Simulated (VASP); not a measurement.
# HF in VASP: further runs

The runs below take HF through single point, with PBE+D3(BJ).

Program: VASP 6.6.1. These are calculated values, not measurements. Logs are shortened: lines on timing, memory, paths and dates and some standing lists are left out, and cuts for length are marked.

### Step 1. The cell of the first run

The cell holds an amorphous packing of atoms, 12 atoms: a = 5.465 Å, b = 5.465 Å, c = 5.465 Å, α = 90.00°, β = 90.00°, γ = 90.00°.

### Step 2. Single point, PBE+D3(BJ)

Contents of INCAR:

```
SYSTEM = HF
PREC = Accurate
ENCUT = 520
EDIFF = 1E-7
ISMEAR = -1
SIGMA = 0.05
LREAL = .False.
LASPH = .True.
NELM = 80
ALGO = Normal
ISIF = 2
LWAVE = .False.
LCHARG = .False.
GGA = PE
IVDW = 12
NBANDS = 36
```

Contents of KPOINTS:

```
regular mesh
0
Gamma
  1 1 1
  0 0 0
```

Contents of POSCAR:

```
HF
1.0
    5.4647890000      0.0000000000      0.0000000000
    0.0000000000      5.4647890000      0.0000000000
    0.0000000000      0.0000000000      5.4647890000
F H
6 6
Direct
    1.0653842058      0.6249239463      0.4116576473
    0.7081310731      0.0612915031      0.2680870447
    0.3812078476      0.4997993256      1.0902387902
    0.5719417794      0.8780764543      0.8701489907
    0.9052056105      0.3752016065      0.7881777020
    0.4230905116      0.1775235138      0.5873376792
    1.1761544052      0.5732071054      0.2848456977
    0.6655119631      0.0110032319      0.1025990123
    0.4508149512      0.6258524965      0.9877582918
    0.5046598368      1.0032569445      0.7520568947
    0.9727644069      0.4536549378      0.6471008844
    0.5247157087      0.1497860342      0.4398037649
```

Potentials or basis: VASP PAW PBE potentials, release 64 (F, H).

Started as:

```sh
cat potpaw_PBE.64/F/POTCAR potpaw_PBE.64/H/POTCAR > POTCAR
mpirun -np 1 vasp_gam > vasp.out
```

OUTCAR:

```text
SYSTEM = HF
   PREC = Accurate
   ENCUT = 520
   EDIFF = 1E-7
   ISMEAR = -1
   LREAL = .False.
   LASPH = .True.
   NELM = 80
   ISIF = 2
   GGA = PE
   IVDW = 12
 IVDW          = 12

 ion  position               nearest neighbor table
   1  0.065  0.625  0.412-   7 0.96
   2  0.708  0.061  0.268-   8 0.97
   3  0.381  0.500  0.090-   9 0.97
   4  0.572  0.878  0.870-  10 1.01
   5  0.905  0.375  0.788-  11 0.96
   6  0.423  0.178  0.587-  12 0.99  10 1.38
   7  0.176  0.573  0.285-   1 0.96
   8  0.666  0.011  0.103-   2 0.97
   9  0.451  0.626  0.988-   3 0.97
  10  0.505  0.003  0.752-   4 1.01   6 1.38
  11  0.973  0.454  0.647-   5 0.96
  12  0.525  0.150  0.440-   6 0.99

  LATTYP: Found a simple cubic cell.
 ALAT       =     5.4647890000

  Lattice vectors:

 A1 = (   5.4647890000,   0.0000000000,   0.0000000000)
 A2 = (   0.0000000000,   5.4647890000,   0.0000000000)
 A3 = (   0.0000000000,   0.0000000000,   5.4647890000)

Analysis of symmetry for initial positions (statically):
=====================================================================
 Subroutine PRICEL returns:
 Original cell was already a primitive cell.

 Routine SETGRP: Setting up the symmetry group for a
 simple cubic supercell.

 Subroutine GETGRP returns: Found  1 space group operations
 (whereof  1 operations were pure point group operations)
 out of a pool of 48 trial point group operations.

The static configuration has the point symmetry C_1 .

Analysis of symmetry for dynamics (positions and initial velocities):
=====================================================================
 Subroutine PRICEL returns:
 Original cell was already a primitive cell.

 Routine SETGRP: Setting up the symmetry group for a
 simple cubic supercell.

 Subroutine GETGRP returns: Found  1 space group operations
 (whereof  1 operations were pure point group operations)
 out of a pool of 48 trial point group operations.

The dynamic configuration has the point symmetry C_1 .

 Subroutine INISYM returns: Found  1 space group operations
 (whereof  1 operations are pure point group operations),
 and found     1 'primitive' translations

----------------------------------------------------------------------------------------

                                     Primitive cell

  volume of cell :     163.2000

  direct lattice vectors                    reciprocal lattice vectors
     5.464789000  0.000000000  0.000000000     0.182989682  0.000000000  0.000000000
     0.000000000  5.464789000  0.000000000     0.000000000  0.182989682  0.000000000
     0.000000000  0.000000000  5.464789000     0.000000000  0.000000000  0.182989682

  length of vectors
     5.464789000  5.464789000  5.464789000     0.182989682  0.182989682  0.182989682

  position of ions in fractional coordinates (direct lattice)
     0.065384206  0.624923946  0.411657647
     0.708131073  0.061291503  0.268087045
     0.381207848  0.499799326  0.090238790
     0.571941779  0.878076454  0.870148991
     0.905205610  0.375201606  0.788177702
     0.423090512  0.177523514  0.587337679
     0.176154405  0.573207105  0.284845698
     0.665511963  0.011003232  0.102599012
     0.450814951  0.625852497  0.987758292
     0.504659837  0.003256945  0.752056895
     0.972764407  0.453654938  0.647100884
     0.524715709  0.149786034  0.439803765

  ion indices of the primitive-cell ions
   primitive index   ion index
                 1           1
                 2           2
                 3           3
                 4           4
                 5           5
                 6           6
                 7           7
                 8           8
                 9           9
                10          10
                11          11
                12          12

----------------------------------------------------------------------------------------

 KPOINTS: regular mesh

Automatic generation of k-mesh.
 Grid dimensions read from file:
 generate k-points for:    1    1    1

 Generating k-lattice:

  Cartesian coordinates                     Fractional coordinates (reciprocal lattice)
     0.182989682  0.000000000  0.000000000     1.000000000  0.000000000  0.000000000
     0.000000000  0.182989682  0.000000000     0.000000000  1.000000000  0.000000000
     0.000000000  0.000000000  0.182989682     0.000000000  0.000000000  1.000000000

  Length of vectors
     0.182989682  0.182989682  0.182989682

  Shift w.r.t. Gamma in fractional coordinates (k-lattice)
     0.000000000  0.000000000  0.000000000

 Subroutine IBZKPT returns following result:
 ===========================================

 Found      1 irreducible k-points:

 Following reciprocal coordinates:
            Coordinates               Weight
  0.000000  0.000000  0.000000      1.000000
   k-points           NKPTS =      1   k-points in BZ     NKDIM =      1   number of bands    NBANDS=     36
   number of dos      NEDOS =    301   number of ions     NIONS =     12
   total plane-waves  NPLWV =  74088
   dimension x,y,z NGX =    42 NGY =   42 NGZ =   42
   dimension x,y,z NGXF=    84 NGYF=   84 NGZF=   84
   ions per type =               6   6
   NGX,Y,Z   is equivalent  to a cutoff of  12.78, 12.78, 12.78 a.u.
   NGXF,Y,Z  is equivalent  to a cutoff of  25.55, 25.55, 25.55 a.u.
 SYSTEM =  HF
   PREC   = accura    normal or accurate (medium, high low for compatibility)
   ISTART =      0    job   : 0-new  1-cont  2-samecut
   ICHARG =      2    charge: 1-file 2-atom 10-const
   ISPIN  =      1    spin polarized calculation?
   LNONCOLLINEAR =      F non collinear calculations
   LSORBIT =      F    spin-orbit coupling
   LASPH  =      T    aspherical Exc in radial PAW
   ENCUT  =  520.0 eV  38.22 Ry    6.18 a.u.  10.16 10.16 10.16*2*pi/ulx,y,z
   NELM   =     80;   NELMIN=  2; NELMDL= -5     # of ELM steps
   EDIFF  = 0.1E-06   stopping-criterion for ELM
   LREAL  =      F    real-space projection
   EDIFFG = 0.1E-05   stopping-criterion for IOM
   NSW    =      0    number of steps for IOM
   IBRION =     -1    ionic relax: 0-MD 1-quasi-New 2-CG
   NFREE  =      0    steps in history (QN), initial steepest desc. (CG)
   ISIF   =      2    stress and relaxation
   ISYM   =      2    0-nonsym 1-usesym 2-fastsym
   POTIM  = 0.5000    time-step for ionic-motion
   TEBEG  =    0.0;   TEEND  =   0.0 temperature during run
   PSTRESS=    0.0 pullay stress
   NELECT =      48.0000    total number of electrons
   NUPDOWN=      -1.0000    fix difference up-down
   EMIN   =  10.00;   EMAX   =-10.00  energy-range for DOS
   EFERMI =   0.00;   METHOD = LEGACY
   ISMEAR =    -1;   SIGMA  =   0.05  broadening in eV -4-tet -1-fermi 0-gaus
   EFERMI_NEDOS =   21; number of points for ismear=-14 and -15
   IALGO  =     38    algorithm
   IMIX   =      4    mixing-type and parameters
     AMIX     =   0.40;   BMIX     =  1.00
     AMIX_MAG =   1.60;   BMIX_MAG =  1.00
  volume/ion in A,a.u.               =      13.60        91.78
  Fermi-wavevector in a.u.,A,eV,Ry     =   1.088717  2.057378 16.127063  1.185306
  Thomas-Fermi vector in A             =   2.224905
   LORBIT       =      0    0 simple, 1 ext, 2 COOP (PROOUT), +10 PAW based schemes
   GGA     = PE    functional components
   LHFCALC =     F    Hartree Fock is set to
   AEXX    =    0.0000 exact exchange contribution
   IVDW    =    12    specifies the selected vdW correction
   LEPSILON=     F    determine dielectric tensor
   LRPA    =     F    only Hartree local field effects (RPA)
 non-spin polarized calculation
  energy-cutoff  :      520.00
  volume of cell :      163.20
 maximum number of plane-waves:      2193
 NGX is ok and might be reduce to    42
   NGX = 21   NGY = 21   NGZ = 21

 number of electron      47.9999999 magnetization

 Free energy of the ion-electron system (eV)
  ---------------------------------------------------
  ext. energy  EPLUGINS =         0.00000000
  ---------------------------------------------------
  free energy    TOTEN  =       -49.49660431 eV

  energy without entropy =      -49.49660431  energy(sigma->0) =      -49.49660431

 E-fermi :  -4.6895     XC(G=0):  -6.3524

 val. band max:       -5.9260273142   @ k =   0.0000   0.0000   0.0000
 cond. band min:       0.6410853292   @ k =   0.0000   0.0000   0.0000
 fundamental gap:      6.5671126434
 Fermi energy:        -4.6894540726

 k-point     1 :       0.0000    0.0000    0.0000
  band No.  band energies     occupation
      1     -28.5997      2.00000
      2     -27.8425      2.00000
      3     -27.6446      2.00000
      4     -27.5774      2.00000
      5     -27.0681      2.00000
      6     -26.1631      2.00000
[... 28 lines left out ...]
     35       8.6932      0.00000
     36       9.0139      0.00000

------------------------ aborting loop because EDIFF is reached ----------------------------------------

 Edisp (eV)   -0.27275

 E8    (eV) :    -0.0539

  FORCE on cell =-STRESS in cart. coord.  units (eV):
  Direction    XX          YY          ZZ          XY          YZ          ZX
  --------------------------------------------------------------------------------------
  -------------------------------------------------------------------------------------
  Total      -0.19805    -0.65268    -0.46146    -0.13728     0.19317     0.26460
  in kB      -1.94434    -6.40749    -4.53028    -1.34773     1.89637     2.59761
  external pressure =       -4.29 kB  Pullay stress =        0.00 kB

 VOLUME and BASIS-vectors are now :
 -----------------------------------------------------------------------------
  energy-cutoff  :      520.00
  volume of cell :      163.20
      direct lattice vectors                 reciprocal lattice vectors
     5.464789000  0.000000000  0.000000000     0.182989682  0.000000000  0.000000000
     0.000000000  5.464789000  0.000000000     0.000000000  0.182989682  0.000000000
     0.000000000  0.000000000  5.464789000     0.000000000  0.000000000  0.182989682

 POSITION                                       TOTAL-FORCE (eV/Angst)
 -----------------------------------------------------------------------------------
      0.35731      3.41508      2.24962        -0.088880      0.044632      0.136381
      3.86979      0.33495      1.46504         0.077280      0.162301     -0.015277
      2.08322      2.73130      0.49314         0.047148      0.149137     -0.098905
      3.12554      4.79850      4.75518         0.052252     -0.089513      0.275224
      4.94676      2.05040      4.30722        -0.037987     -0.014999     -0.003743
      2.31210      0.97013      3.20968        -0.071524     -0.100739      0.000396
      0.96265      3.13246      1.55662         0.117987     -0.085564     -0.115609
      3.63688      0.06013      0.56068        -0.031314     -0.069047     -0.001721
      2.46361      3.42015      5.39789        -0.083874     -0.121321      0.096808
      2.75786      0.01780      4.10983        -0.142700      0.180238     -0.204967
      5.31595      2.47913      3.53627         0.007579      0.022562     -0.044756
      2.86746      0.81855      2.40343         0.154033     -0.077688     -0.023829
 -----------------------------------------------------------------------------------
    total drift:                                0.000042     -0.000305      0.001285

  FREE ENERGIE OF THE ION-ELECTRON SYSTEM (eV)
  ---------------------------------------------------
  free  energy   TOTEN  =       -49.7693577441 eV

  energy  without entropy=      -49.7693577441  energy(sigma->0) =      -49.76935774
```

Run time: 16 s. Hardware: 1 thread of Intel Xeon Platinum 8375C at 2.90GHz (Ice Lake), shared host; peak memory 0.23 GiB.

What came out:

```yaml
Free_energy: -49.7694 eV
Pressure: -0.4 GPa
Largest_force: 0.308 eV/Å
Band_gap_on_the_k_mesh: 6.57 eV
Dispersion_energy_per_atom: -0.023 eV
```

Forces in eV/Å, atoms in the order of the input:
```
F   -0.089  0.045  0.136
F    0.077  0.162 -0.015
F    0.047  0.149 -0.099
F    0.052 -0.090  0.275
F   -0.038 -0.015 -0.004
F   -0.072 -0.101  0.000
H    0.118 -0.086 -0.116
H   -0.031 -0.069 -0.002
H   -0.084 -0.121  0.097
H   -0.143  0.180 -0.205
H    0.008  0.023 -0.045
H    0.154 -0.078 -0.024
```

Stress tensor (GPa, compression positive):
```
-0.19 -0.13  0.26
-0.13 -0.64  0.19
 0.26  0.19 -0.45
```

Caveat: the k points lie up to 1.15 Å⁻¹ apart.

### Step 3. Single point, PBE+D3(BJ)

Contents of INCAR:

```
PREC = Accurate
ENCUT = 520
EDIFF = 1E-7
ISMEAR = -1
SIGMA = 0.05
LREAL = F
LASPH = T
NELM = 80
ALGO = Normal
ISIF = 2
LWAVE = F
LCHARG = T
GGA = PE
IVDW = 12
LELF = T
LVHAR = T
NBANDS = 36
```

Contents of KPOINTS:

```
regular mesh
0
Gamma
  1 1 1
```

Contents of POSCAR:

```
HF
1.0
    5.4647890000      0.0000000000      0.0000000000
    0.0000000000      5.4647890000      0.0000000000
    0.0000000000      0.0000000000      5.4647890000
F H
6 6
Direct
    1.0606996903      0.5709644050      0.4330267829
    0.7461587263      0.0057275770      0.2318662258
    0.3339927671      0.4194672475      1.0503058764
    0.4839528114      0.9252324289      0.9276661917
    0.8144504756      0.3039824593      0.7412180049
    0.4569069364      0.1723396823      0.5429669837
    1.1549393764      0.5212095106      0.2986391606
    0.6496316692     -0.1153566954      0.0115283500
    0.2629378737      0.4821229145      0.9202185116
    0.4671909565      1.1053308737      0.6936040897
    0.7905703221      0.4038948256      0.6037378570
    0.6366942987      0.0656566978      0.3703528169
```

Potentials or basis: VASP PAW PBE potentials, release 64 (F, H).

Started as:

```sh
cat potpaw_PBE.64/F/POTCAR potpaw_PBE.64/H/POTCAR > POTCAR
mpirun -np 1 vasp_gam > vasp.out
```

Run time: 20 s. Hardware: 1 thread of Intel Xeon Platinum 8375C at 2.90GHz (Ice Lake), shared host; peak memory 0.23 GiB.

The run converged. Its results:

- Free energy: -48.3350 eV
- Pressure: 2.8 GPa
- Largest force: 4.596 eV/Å
- Band gap on the k mesh: 6.36 eV
- Dispersion energy per atom: -0.023 eV

Forces in eV/Å, atoms in the order of the input:
```
F   -0.462  0.380  0.590
F    0.494  0.389  1.805
F    1.685 -1.575  3.820
F    1.193 -1.240 -0.396
F    0.528  0.077  0.794
F   -0.887  1.394 -4.015
H    0.521 -0.391 -0.676
H   -2.361  1.289 -0.392
H   -1.965  1.755 -3.766
H    0.422 -1.813  3.665
H    0.368  0.215 -0.269
H    0.465 -0.481 -1.160
```

Stress tensor (GPa, compression positive):
```
 0.90  0.83  2.99
 0.83  1.40 -2.47
 2.99 -2.47  6.12
```

Levels at points of the mesh, in eV from the valence-band top:
```
           k point  band 20  band 21  band 22  band 23  band 24  band 25  band 26  band 27  band 28  band 29
(0.00, 0.00, 0.00)    -0.86    -0.65    -0.59    -0.18     0.00     6.36    10.35    10.56    11.37    11.62
```

Caveat: the k points lie up to 1.15 Å⁻¹ apart.

(Part 1 of 2 ends here.)
